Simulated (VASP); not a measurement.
Set up this calculation in VASP 6.6.1, as the native input.

| Item | Value |
| --- | --- |
| Task | relaxation of cell and atoms |
| Functional | PBE |
| Potentials or basis | VASP PAW PBE potentials, release 64 (Ti_sv, C) |
| Cutoff | 600 eV |
| k mesh | 16 × 16 × 16 |
| Occupations | gaussian, width 0.1 eV |
| Spin | no spin polarisation |
| Dipole correction | no |
| Further INCAR settings | ALGO = Normal; EDIFF = 1e-06; IBRION = 2; EDIFFG = -0.005; NSW = 100; ISIF = 3 |

The structure of TiC lies in POSCAR:

```
TiC
1.0
    0.0000000000      2.1657188437      2.1657188437
    2.1657188437      0.0000000000      2.1657188437
    2.1657188437      2.1657188437      0.0000000000
Ti C
1 1
Direct
    0.0000000000      0.0000000000      0.0000000000
    0.5000000000      0.5000000000      0.5000000000
```

The input as run:

INCAR

```
PREC = Accurate
ENCUT = 600
EDIFF = 1E-6
ISMEAR = 0
SIGMA = 0.1
LREAL = F
LASPH = T
NELM = 100
ALGO = Normal
ISIF = 3
LWAVE = F
LCHARG = F
GGA = PE
IBRION = 2
NSW = 100
EDIFFG = -0.005
```

KPOINTS

```
Automatic mesh
0
Gamma
  16 16 16
```

Potentials or basis: VASP PAW PBE potentials, release 64 (Ti_sv, C).

The run is started by

```console
$ cat potpaw_PBE.64/Ti_sv/POTCAR potpaw_PBE.64/C/POTCAR > POTCAR
$ mpirun -np 1 vasp_std > vasp.out
```

It gave:

| Item | Value |
| --- | --- |
| Relaxed volume | 10.17 Å³/atom |
| Relaxed cell | a = 3.064 Å, b = 3.064 Å, c = 3.064 Å, α = 60.00°, β = 60.00°, γ = 60.00° |
| Space group after relaxing (to 0.05 Å) | Fm-3m (No. 225) |
| Energy gained by relaxing | 0.0 meV/atom |
| Ionic steps | 3 |
| Pressure after relaxing | 0.0 GPa |
| Band gap on the k mesh | zero (band 8 reaches 10.09 eV, above the bottom of band 9 at 8.99 eV) |

Wall time 40 s on 1 thread of Intel(R) Xeon(R) Platinum 8488C (Sapphire Rapids), on a shared host, peak memory 0.18 GiB.
